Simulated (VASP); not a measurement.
The system is BaTe.

```
Ba Te
1.0
     0.00000    3.53239    3.53239
     3.53239    0.00000    3.53239
     3.53239    3.53239    0.00000
Ba Te
1 1
Direct
  0.00000 0.00000 0.00000
  0.50000 0.50000 0.50000
```

Base run:

```yaml
Program: VASP 6.6.1
Functional: r2SCAN
Potentials_or_basis: VASP PAW PBE potentials, release 64 (Ba_sv, Te)
Cutoff: 520 eV
k_mesh: 6 × 6 × 6
Occupations: gaussian, width 0.01 eV
Spin: no spin polarisation
```

Its results: band gap on the k mesh 1.93 eV (least direct gap 2.32 eV); pressure 0.3 GPa.

**Question.** The run is repeated on the same cell with these changes: functional from r2SCAN to PBE; occupations from gaussian, width 0.01 eV to fermi-dirac, width 0.02 eV. What comes out?

**Answer.** Band gap on the k mesh 1.58 eV (least direct gap 1.96 eV); pressure 0.3 GPa.

Caveats: spin-orbit coupling is left out, which moves the levels of the heavy elements; the PAW data sets were made with another functional, which shifts forces and pressure a little (at least some runs).

A k mesh can miss the band edges.
